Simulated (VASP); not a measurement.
# Rh (P6_3/mmc) in VASP: further runs

The runs below take Rh through relaxation of cell and atoms, single point, with r2SCAN.

Program: VASP 6.6.1. These are calculated values, not measurements. Logs are shortened: lines on timing, memory, paths and dates and some standing lists are left out, and cuts for length are marked.

## (1) The cell of the first run

The structure is hexagonal, space group P6_3/mmc (No. 194). Conventional cell: a = 2.731 Å, b = 2.731 Å, c = 4.428 Å, α = 90.00°, β = 90.00°, γ = 120.00°. Rh (site symmetry -6m2) has 12 Rh at 2.72 to 2.73 Å within 3.6 Å.

This isn't the form of Rh at room conditions, which is fcc.

## (2) Relaxation of cell and atoms, r2SCAN

Input file POSCAR:

```
Rh
1.0
    2.7309790422      0.0000000000      0.0000000000
   -1.3654895211      2.3650972278      0.0000000000
    0.0000000000      0.0000000000      4.4284890000
Rh
2
Direct
    0.6666666700      0.3333333300      0.7500000000
    0.3333333300      0.6666666700      0.2500000000
```

Input file INCAR.step1:

```
SYSTEM = Rh
PREC = Accurate
ENCUT = 580
ISMEAR = 0
SIGMA = 0.1
LREAL = .False.
LASPH = .True.
NELM = 120
GGA = PE
ALGO = Normal
EDIFF = 1E-5
LWAVE = .True.
LCHARG = .False.
GGA_COMPAT = .False.
IBRION = 2
ISIF = 3
EDIFFG = -0.005
NELMIN = 4
NSW = 100
```

Input file INCAR.step2:

```
SYSTEM = Rh
PREC = Accurate
ENCUT = 580
EDIFF = 1E-7
ISMEAR = 0
SIGMA = 0.1
LREAL = .False.
LASPH = .True.
NELM = 120
ALGO = Normal
ISIF = 3
LWAVE = .False.
LCHARG = .False.
METAGGA = R2SCAN
LMIXTAU = .True.
IBRION = 2
NSW = 100
EDIFFG = -0.05
ISTART = 1
GGA_COMPAT = .False.
NELMIN = 4
```

Input file KPOINTS:

```
Automatic mesh
0
Gamma
  12 12 4
  0 0 0
```

Potentials or basis: VASP PAW PBE potentials, release 64 (Rh_sv_GW).

On the command line:

```console
$ cat potpaw_PBE.64/Rh_sv_GW/POTCAR > POTCAR
$ cp INCAR.step1 INCAR
$ mpirun -np 1 vasp_std > vasp.out
$ cp INCAR.step2 INCAR
$ mpirun -np 1 vasp_std > vasp.out
```

OUTCAR:

```text
SYSTEM = Rh
   PREC = Accurate
   ENCUT = 580
   EDIFF = 1E-7
   ISMEAR = 0
   LREAL = .False.
   LASPH = .True.
   NELM = 120
   ISIF = 3
   METAGGA = R2SCAN
   IBRION = 2
   NSW = 100
   EDIFFG = -0.05
   ISTART = 1
   NELMIN = 4

 ion  position               nearest neighbor table
   1  0.667  0.333  0.750-
   2  0.333  0.667  0.250-

  LATTYP: Found a hexagonal cell.
 ALAT       =     2.7309790422
 C/A-ratio  =     1.6215756077

  Lattice vectors:

 A1 = (   2.7309790422,   0.0000000000,   0.0000000000)
 A2 = (  -1.3654895211,   2.3650972278,   0.0000000000)
 A3 = (   0.0000000000,   0.0000000000,   4.4284890000)

Analysis of symmetry for initial positions (statically):
=====================================================================
 Subroutine PRICEL returns:
 Original cell was already a primitive cell.

 Routine SETGRP: Setting up the symmetry group for a
 hexagonal supercell.

 Subroutine GETGRP returns: Found 24 space group operations
 (whereof 12 operations were pure point group operations)
 out of a pool of 24 trial point group operations.

The static configuration has the point symmetry D_3d.
 The point group associated with its full space group is D_6h.

Analysis of symmetry for dynamics (positions and initial velocities):
=====================================================================
 Subroutine PRICEL returns:
 Original cell was already a primitive cell.

 Routine SETGRP: Setting up the symmetry group for a
 hexagonal supercell.

 Subroutine GETGRP returns: Found 24 space group operations
 (whereof 12 operations were pure point group operations)
 out of a pool of 24 trial point group operations.

The dynamic configuration has the point symmetry D_3d.
 The point group associated with its full space group is D_6h.

 Subroutine INISYM returns: Found 24 space group operations
 (whereof 12 operations are pure point group operations),
 and found     1 'primitive' translations

----------------------------------------------------------------------------------------

                                     Primitive cell

  volume of cell :      28.6037

  direct lattice vectors                    reciprocal lattice vectors
     2.730979042  0.000000000  0.000000000     0.366169049  0.211407799  0.000000000
    -1.365489521  2.365097228  0.000000000     0.000000000  0.422815599  0.000000000
     0.000000000  0.000000000  4.428489000     0.000000000  0.000000000  0.225810655

  length of vectors
     2.730979042  2.730979042  4.428489000     0.422815599  0.422815599  0.225810655

  position of ions in fractional coordinates (direct lattice)
     0.666666670  0.333333330  0.750000000
     0.333333330  0.666666670  0.250000000

  ion indices of the primitive-cell ions
   primitive index   ion index
                 1           1
                 2           2

----------------------------------------------------------------------------------------

 KPOINTS: Automatic mesh

Automatic generation of k-mesh.
 Grid dimensions read from file:
 generate k-points for:   12   12    4

 Generating k-lattice:

  Cartesian coordinates                     Fractional coordinates (reciprocal lattice)
     0.030514087  0.017617317  0.000000000     0.083333333  0.000000000  0.000000000
     0.000000000  0.035234633  0.000000000     0.000000000  0.083333333  0.000000000
     0.000000000  0.000000000  0.056452664     0.000000000  0.000000000  0.250000000

  Length of vectors
     0.035234633  0.035234633  0.056452664

  Shift w.r.t. Gamma in fractional coordinates (k-lattice)
     0.000000000  0.000000000  0.000000000

 Subroutine IBZKPT returns following result:
 ===========================================

 Found     57 irreducible k-points:

 Following reciprocal coordinates:
            Coordinates               Weight
  0.000000  0.000000  0.000000      1.000000
  0.083333 -0.000000  0.000000      6.000000
  0.166667  0.000000  0.000000      6.000000
  0.250000  0.000000  0.000000      6.000000
  0.333333  0.000000  0.000000      6.000000
  0.416667  0.000000  0.000000      6.000000
[... 16 lines left out ...]
  0.250000  0.000000  0.250000     12.000000
  0.333333  0.000000  0.250000     12.000000
 [... further k-points ...]
   k-points           NKPTS =     57   k-points in BZ     NKDIM =     57   number of bands    NBANDS=     21
   number of dos      NEDOS =    301   number of ions     NIONS =      2
   total plane-waves  NPLWV =  20736
   dimension x,y,z NGX =    24 NGY =   24 NGZ =   36
   dimension x,y,z NGXF=    48 NGYF=   48 NGZF=   72
   ions per type =               2
   NGX,Y,Z   is equivalent  to a cutoff of  14.61, 14.61, 13.51 a.u.
   NGXF,Y,Z  is equivalent  to a cutoff of  29.22, 29.22, 27.03 a.u.
 SYSTEM =  Rh
   PREC   = accura    normal or accurate (medium, high low for compatibility)
   ISTART =      1    job   : 0-new  1-cont  2-samecut
   ICHARG =      0    charge: 1-file 2-atom 10-const
   ISPIN  =      1    spin polarized calculation?
   LNONCOLLINEAR =      F non collinear calculations
   LSORBIT =      F    spin-orbit coupling
   LASPH  =      T    aspherical Exc in radial PAW
   ENCUT  =  580.0 eV  42.63 Ry    6.53 a.u.   5.36  5.36  8.70*2*pi/ulx,y,z
   NELM   =    120;   NELMIN=  4; NELMDL=  0     # of ELM steps
   EDIFF  = 0.1E-06   stopping-criterion for ELM
   LREAL  =      F    real-space projection
   EDIFFG = -.5E-01   stopping-criterion for IOM
   NSW    =    100    number of steps for IOM
   IBRION =      2    ionic relax: 0-MD 1-quasi-New 2-CG
   NFREE  =      1    steps in history (QN), initial steepest desc. (CG)
   ISIF   =      3    stress and relaxation
   ISYM   =      2    0-nonsym 1-usesym 2-fastsym
   POTIM  = 0.5000    time-step for ionic-motion
   TEBEG  =    0.0;   TEEND  =   0.0 temperature during run
   PSTRESS=    0.0 pullay stress
   NELECT =      34.0000    total number of electrons
   NUPDOWN=      -1.0000    fix difference up-down
   EMIN   =  10.00;   EMAX   =-10.00  energy-range for DOS
   EFERMI =   0.00;   METHOD = LEGACY
   ISMEAR =     0;   SIGMA  =   0.10  broadening in eV -4-tet -1-fermi 0-gaus
   EFERMI_NEDOS =   21; number of points for ismear=-14 and -15
   IALGO  =     38    algorithm
   IMIX   =      4    mixing-type and parameters
     AMIX     =   0.40;   BMIX     =  1.00
     AMIX_MAG =   1.60;   BMIX_MAG =  1.00
  volume/ion in A,a.u.               =      14.30        96.51
  Fermi-wavevector in a.u.,A,eV,Ry     =   1.734177  3.277120 40.917764  3.007371
  Thomas-Fermi vector in A             =   2.808023
   LORBIT       =      0    0 simple, 1 ext, 2 COOP (PROOUT), +10 PAW based schemes
   METAGGA = R2SCAN    functional components
   LHFCALC =     F    Hartree Fock is set to
   AEXX    =    0.0000 exact exchange contribution
   IVDW    =     0    specifies the selected vdW correction
   LEPSILON=     F    determine dielectric tensor
   LRPA    =     F    only Hartree local field effects (RPA)
 conjugate gradient relaxation of ions
 non-spin polarized calculation
 Gauss-broadening in eV      SIGMA  =   0.10
  energy-cutoff  :      580.00
  volume of cell :       28.60
 maximum number of plane-waves:       941
 NGX is ok and might be reduce to    24
   NGX = 11   NGY = 11   NGZ = 17

--------------------------------------- Ionic step        1  -------------------------------------------

 number of electron      33.9999990 magnetization

 Free energy of the ion-electron system (eV)
  ---------------------------------------------------
  ext. energy  EPLUGINS =         0.00000000
  ---------------------------------------------------
  free energy    TOTEN  =       -46.48002711 eV

  energy without entropy =      -46.46961274  energy(sigma->0) =      -46.47481993

------------------------ aborting loop because EDIFF is reached ----------------------------------------

  FORCE on cell =-STRESS in cart. coord.  units (eV):
  Direction    XX          YY          ZZ          XY          YZ          ZX
  --------------------------------------------------------------------------------------
  -------------------------------------------------------------------------------------
  Total       -2.0033810     -2.0033810     -2.2312078      0.0000000      0.0000000      0.0000000
  in kB     -112.2150710   -112.2150710   -124.9762998      0.0000000      0.0000000      0.0000000
  external PRESSURE =    -116.4688139 kB  Pullay stress =       0.0000000 kB
[... 93 lines left out ...]
  energy  without entropy=      -46.5173018907  energy(sigma->0) =      -46.52210683

--------------------------------------- Ionic step        4  -------------------------------------------

 number of electron      34.0000000 magnetization

 Free energy of the ion-electron system (eV)
  ---------------------------------------------------
  ext. energy  EPLUGINS =         0.00000000
  ---------------------------------------------------
  free energy    TOTEN  =       -46.52699594 eV

  energy without entropy =      -46.51741382  energy(sigma->0) =      -46.52220488

 E-fermi :  10.8364     XC(G=0): -15.3108

 val. band max:       10.7992440858   @ k =   0.2500   0.0833   0.5000
 cond. band min:      10.8480606533   @ k =   0.3333   0.0833   0.0000
 fundamental gap:      0.0488165674
 Fermi energy:        10.8363722114

 k-point     1 :       0.0000    0.0000    0.0000
  band No.  band energies     occupation
      1     -70.4115      2.00000
      2     -70.2814      2.00000
      3     -37.8467      2.00000
      4     -37.1493      2.00000
      5     -37.1493      2.00000
      6     -37.0370      2.00000
[... 550 lines left out ...]
      5     -37.4193      2.00000
      6     -37.2592      2.00000
[... 13 lines left out ...]
     20      15.5897      0.00000
     21      22.6920      0.00000

 [... further k-points ...]

------------------------ aborting loop because EDIFF is reached ----------------------------------------

  FORCE on cell =-STRESS in cart. coord.  units (eV):
  Direction    XX          YY          ZZ          XY          YZ          ZX
  --------------------------------------------------------------------------------------
  -------------------------------------------------------------------------------------
  Total        0.0240162      0.0240162     -0.0848470      0.0000000      0.0000000      0.0000000
  in kB        1.4053889      1.4053889     -4.9651125      0.0000000      0.0000000      0.0000000
  external PRESSURE =      -0.7181116 kB  Pullay stress =       0.0000000 kB
[... 17 lines left out ...]
  FREE ENERGIE OF THE ION-ELECTRON SYSTEM (eV)
  ---------------------------------------------------
  free  energy   TOTEN  =       -46.5269959409 eV

  energy  without entropy=      -46.5174138218  energy(sigma->0) =      -46.52220488

 reached required accuracy - stopping structural energy minimisation
```

Wall time 25 min (1 thread of AMD EPYC 7R43 (Zen 3), shared host); peak memory 0.16 GiB.

What came out:

| Item | Value |
| --- | --- |
| Free energy | -46.5270 eV |
| Relaxed volume | 13.69 Å³/atom |
| Relaxed cell | a = 2.693 Å, b = 2.693 Å, c = 4.360 Å, α = 90.00°, β = 90.00°, γ = 120.00° |
| Space group after relaxing (to 0.1 Å) | P6_3/mmc (No. 194) |
| Energy gained by relaxing | 23.5 meV/atom |
| Ionic steps | 4 |
| Pressure after relaxing | -0.1 GPa |
| Band gap on the k mesh | zero (bands 17 and 18 overlap by 2.49 eV) |

Stress tensor (GPa, compression positive):
```
 0.14  0.00  0.00
 0.00  0.14  0.00
 0.00  0.00 -0.50
```

Step by step:
| step | energy change (eV) | largest force (eV/Å) | pressure (GPa) | volume (Å³) |
| --- | --- | --- | --- | --- |
| 1 | 0.0000 | 0.0000 | -11.65 | 28.60 |
| 2 | 0.2955 | 0.0000 | 42.69 | 24.51 |
| 3 | -0.0469 | 0.0000 | -0.53 | 27.42 |
| 4 | -0.0470 | 0.0000 | -0.07 | 27.38 |

Final structure:
```cif
data_structure
_symmetry_space_group_name_H-M 'P 1'
_symmetry_Int_Tables_number 1
_cell_length_a 2.6929
_cell_length_b 2.6929
_cell_length_c 4.3597
_cell_angle_alpha 90.000
_cell_angle_beta 90.000
_cell_angle_gamma 120.000
_cell_volume 27.38
loop_
_atom_site_label
_atom_site_type_symbol
_atom_site_fract_x
_atom_site_fract_y
_atom_site_fract_z
_atom_site_occupancy
Rh1 Rh 0.66667 0.33333 0.75000 1
Rh2 Rh 0.33333 0.66667 0.25000 1
```

Caveat: the PAW data sets were made with another functional, which shifts forces and pressure a little.

## (3) Single point, r2SCAN (14.18 Å³/atom)

This run uses another cell than the first one, of 14.18 Å³/atom.

Input file POSCAR:

```
Rh
1.0
    2.7313901112      0.0000000000      0.0000000000
   -1.3656950556      2.3654532239      0.0000000000
    0.0000000000      0.0000000000      4.3885362469
Rh
2
Direct
    0.6666666667      0.3333333333      0.7500000000
    0.3333333333      0.6666666667      0.2500000000
```

Input file INCAR.step1:

```
SYSTEM = Rh
PREC = Accurate
ENCUT = 580
ISMEAR = 0
SIGMA = 0.1
LREAL = .FALSE.
LASPH = .TRUE.
NELM = 120
NBANDS = 24
GGA = PE
ALGO = Normal
EDIFF = 1E-5
LWAVE = .TRUE.
LCHARG = .FALSE.
GGA_COMPAT = .FALSE.
```

Input file INCAR.step2:

```
SYSTEM = Rh
PREC = Accurate
ENCUT = 580
EDIFF = 1E-6
ISMEAR = 0
SIGMA = 0.1
LREAL = .FALSE.
LASPH = .TRUE.
NELM = 120
ALGO = Normal
ISIF = 2
LWAVE = .FALSE.
LCHARG = .FALSE.
METAGGA = R2SCAN
LMIXTAU = .TRUE.
NBANDS = 24
ISTART = 1
GGA_COMPAT = .FALSE.
```

Input file KPOINTS:

```
Automatic mesh
0
G
  18 18 10
  0 0 0
```

Potentials or basis: VASP PAW PBE potentials, release 64 (Rh_sv_GW).

On the command line:

```console
$ cat potpaw_PBE.64/Rh_sv_GW/POTCAR > POTCAR
$ cp INCAR.step1 INCAR
$ mpirun -np 1 vasp_std > vasp.out
$ cp INCAR.step2 INCAR
$ mpirun -np 1 vasp_std > vasp.out
```

OUTCAR:

```text
SYSTEM = Rh
   PREC = Accurate
   ENCUT = 580
   EDIFF = 1E-6
   ISMEAR = 0
   LREAL = .FALSE.
   LASPH = .TRUE.
   NELM = 120
   ISIF = 2
   METAGGA = R2SCAN
   ISTART = 1

 ion  position               nearest neighbor table
   1  0.667  0.333  0.750-
   2  0.333  0.667  0.250-

  LATTYP: Found a hexagonal cell.
 ALAT       =     2.7313901112
 C/A-ratio  =     1.6067043038

  Lattice vectors:

 A1 = (   2.7313901112,   0.0000000000,   0.0000000000)
[... 835 lines left out ...]
 [... further k-points ...]

------------------------ aborting loop because EDIFF is reached ----------------------------------------

  FORCE on cell =-STRESS in cart. coord.  units (eV):
  Direction    XX          YY          ZZ          XY          YZ          ZX
  --------------------------------------------------------------------------------------
  -------------------------------------------------------------------------------------
  Total       -1.6151974     -1.6151974     -1.6226096      0.0000000     -0.0000000     -0.0000000
  in kB      -91.2679710    -91.2679710    -91.6868060      0.0000000     -0.0000000     -0.0000000
  external PRESSURE =     -91.4075826 kB  Pullay stress =       0.0000000 kB

 VOLUME and BASIS-vectors are now :
 -----------------------------------------------------------------------------
  energy-cutoff  :      580.00
  volume of cell :       28.35
      direct lattice vectors                 reciprocal lattice vectors
     2.731390111  0.000000000  0.000000000     0.366113942  0.211375983  0.000000000
    -1.365695056  2.365453224  0.000000000     0.000000000  0.422751966  0.000000000
     0.000000000  0.000000000  4.388536247     0.000000000  0.000000000  0.227866410

 POSITION                                       TOTAL-FORCE (eV/Angst)
 -----------------------------------------------------------------------------------
      1.36570      0.78848      3.29140         0.000000      0.000000      0.000000
     -0.00000      1.57697      1.09713        -0.000000     -0.000000      0.000000
 -----------------------------------------------------------------------------------
    total drift:                               -0.000000      0.000000     -0.000000

  FREE ENERGIE OF THE ION-ELECTRON SYSTEM (eV)
  ---------------------------------------------------
  free  energy   TOTEN  =       -46.4601882184 eV

  energy  without entropy=      -46.4437902672  energy(sigma->0) =      -46.45198924
```

OUTCAR.step1:

```text
SYSTEM = Rh
   PREC = Accurate
   ENCUT = 580
   ISMEAR = 0
   LREAL = .FALSE.
   LASPH = .TRUE.
[... 873 lines left out ...]
      1.36570      0.78848      3.29140        -0.000000      0.000000      0.000000
     -0.00000      1.57697      1.09713         0.000000     -0.000000      0.000000
 -----------------------------------------------------------------------------------
    total drift:                               -0.000000      0.000000     -0.000000

  FREE ENERGIE OF THE ION-ELECTRON SYSTEM (eV)
  ---------------------------------------------------
  free  energy   TOTEN  =       -12.7506512232 eV

  energy  without entropy=      -12.7338515560  energy(sigma->0) =      -12.74225139
```

It took 7.7 min on 1 thread of Intel Xeon Platinum 8488C (Sapphire Rapids), shared host; peak memory 0.31 GiB.

Results:

* Free energy: -46.4602 eV
* Pressure: -9.1 GPa
* Band gap on the k mesh: zero (bands 17 and 18 overlap by 2.36 eV)

Levels at points of the mesh, in eV from the Fermi level:
| k point | band 13 | band 14 | band 15 | band 16 | band 17 | band 18 | band 19 | band 20 | band 21 | band 22 |
| --- | --- | --- | --- | --- | --- | --- | --- | --- | --- | --- |
| (0.00, 0.00, 0.00) | -3.01 | -2.49 | -2.49 | -1.96 | -1.96 | 0.12 | 0.12 | 0.98 | 8.86 | 16.43 |
| (0.50, 0.00, 0.00) | -2.66 | -2.19 | -2.11 | 0.37 | 0.61 | 0.68 | 3.08 | 5.24 | 10.67 | 11.14 |
| (0.00, 0.00, 0.50) | -3.13 | -3.13 | -3.13 | -3.13 | -0.46 | -0.46 | -0.46 | -0.46 | 15.37 | 15.37 |
| (0.50, 0.00, 0.50) | -1.69 | -1.69 | -0.29 | -0.29 | 0.56 | 0.56 | 2.81 | 2.81 | 9.50 | 9.50 |

Caveat: the cell stands under tension; the PAW data sets were made with another functional, which shifts forces and pressure a little.
